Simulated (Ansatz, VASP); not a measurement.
**Ga2As5: VASP beside Ansatz**

```xyz
7
Lattice="5.0049 0.0000 0.0000 0.0000 4.7980 0.0000 0.0000 0.0000 8.2389" Properties=species:S:1:pos:R:3 pbc="T T T"
Ga    2.5024    0.0000    4.1195
Ga    0.0000    0.0000    0.0000
As    0.0000    0.0000    2.9307
As    0.0000    0.0000    5.3082
As    2.5024    2.3990    4.1195
As    2.5024    0.0000    0.0000
As    0.0000    2.3990    0.0000
```

Change from the starting cell: species swapped into the Ta2O5 type (Pmmm, No. 47).

Alike in both runs: functional PBE; k mesh 4 × 3 × 2; occupations gaussian, width 0.2 eV; no spin polarisation.

Ansatz relaxed the structure, and its values are those at the end. VASP's run is a single point on that final structure, the one shown.

|  | VASP | Ansatz |
| --- | --- | --- |
| version | VASP 6.6.1 | Ansatz 0.2.0 |
| potentials or method | VASP PAW PBE potentials, release 64 (Ga_d, As), cutoff 500 eV | scalar-relativistic, plane waves, PAW |
| valence electrons in the cell | 51 | 101 |

```csv
,VASP,Ansatz,Ansatz less VASP
gap on the k mesh at the Fermi level (eV),none,none,-
pressure (GPa),0.2,0.1,-0.11
rms of the force components (eV/Å),0.011,0.007,-0.0037
```

A gap of «none» marks a metal or a gap that the smearing closes. VASP's potentials hold 51 valence electrons a cell and Ansatz's 101, so a difference there can come from the potentials and not from the codes.

The k mesh is coarse, so the values compare programs but aren't converged.
